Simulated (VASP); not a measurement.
Set up this calculation in VASP 6.6.1, as the native input.

```
Task                   : single point
Functional             : LDA
Potentials or basis    : VASP PAW LDA potentials, release 64 (Ba_sv)
Cutoff                 : 520 eV
k mesh                 : 12 × 12 × 12
Occupations            : gaussian, width 0.15 eV
Spin                   : no spin polarisation
Dipole correction      : no
Further INCAR settings : ALGO = Fast; EDIFF = 1e-06; NBANDS = 11
```

The structure of Ba lies in POSCAR:

```
Ba
1.0
    3.8589517774      0.0000000000      0.0000000000
    0.0000000000      3.8589517774      0.0000000000
    0.0000000000      0.0000000000      3.9177175405
Ba
1
Direct
    0.0000000000      0.0000000000      0.0000000000
```

This cell differs from its parent crystal: strain -0.015 along x and y, +0.000 along z.

These files were run (other wordings do the same):

INCAR

```
PREC = Accurate
ENCUT = 520
EDIFF = 1E-6
ISMEAR = 0
SIGMA = 0.15
LREAL = False
LASPH = True
NELM = 80
ALGO = Fast
ISIF = 2
LWAVE = False
LCHARG = False
NBANDS = 11
```

KPOINTS

```
regular mesh
0
Gamma
  12 12 12
```

Potentials or basis: VASP PAW LDA potentials, release 64 (Ba_sv).

Command:

```sh
$ cat potpaw_LDA.64/Ba_sv/POTCAR > POTCAR
$ mpirun -np 1 vasp_std > vasp.out
```

It gave:

- Pressure: -0.9 GPa
- Band gap on the k mesh: zero (bands 5 and 6 overlap by 0.23 eV)

Caveat: the cell differs from its parent crystal (strain -0.015 along x and y, +0.000 along z); spin-orbit coupling is left out, which moves the levels of the heavy elements.

Wall time 38 s on 1 thread of AMD EPYC 9R45 96-Core Processor (Zen 5), with other jobs on the host, peak memory 0.21 GiB.
